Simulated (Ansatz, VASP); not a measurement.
**Two plane-wave programs on GaSi15**

```
CELL_PARAMETERS angstrom
0.00000 5.47009 -5.47009
5.47009 5.47009 0.00000
5.47009 0.00000 -5.47009
ATOMIC_POSITIONS crystal
Ga 0.12226 0.12763 0.12539
Si 0.12382 0.62490 0.12699
Si 0.62258 0.12672 0.12742
Si 0.62307 0.62424 0.12725
Si 0.12425 0.12673 0.62573
Si 0.12408 0.62425 0.62623
Si 0.62231 0.12658 0.62546
Si 0.62361 0.62515 0.62679
Si 0.25076 0.74468 0.25392
Si 0.25071 0.24931 0.25386
Si 0.74827 0.75038 0.25178
Si 0.74534 0.25053 0.25323
Si 0.24861 0.75039 0.75143
Si 0.25007 0.25054 0.74846
Si 0.74822 0.75091 0.75139
Si 0.74834 0.25035 0.75150
```

Alike in both runs: functional PBE; k mesh 2 × 2 × 2; occupations gaussian, width 0.01 eV; collinear spin.

Ansatz relaxed the structure, and its values are those at the end. VASP's run is a single point on that final structure, the one shown.

|  | VASP | Ansatz |
| --- | --- | --- |
| version | VASP 6.6.1 | Ansatz 0.2.0 |
| potentials or method | VASP PAW PBE potentials, release 64 (Ga_d, Si), cutoff 520 eV | scalar-relativistic, plane waves, PAW |
| valence electrons in the cell | 73 | 73 |

```tsv
	VASP	Ansatz	Ansatz less VASP
gap on the k mesh at the Fermi level (eV)	none	none	-
net moment per atom (μB)	0.02	0.02	0.000
size of the moment on the site where the two differ most (μB)	0.03	0.02	-0.014
```

Site moments also hang on the region over which each program counts them. A gap of «none» marks a metal or a gap that the smearing closes. Ansatz's warnings: seeded moment not kept.

The k mesh is coarse, so the values compare programs but aren't converged.
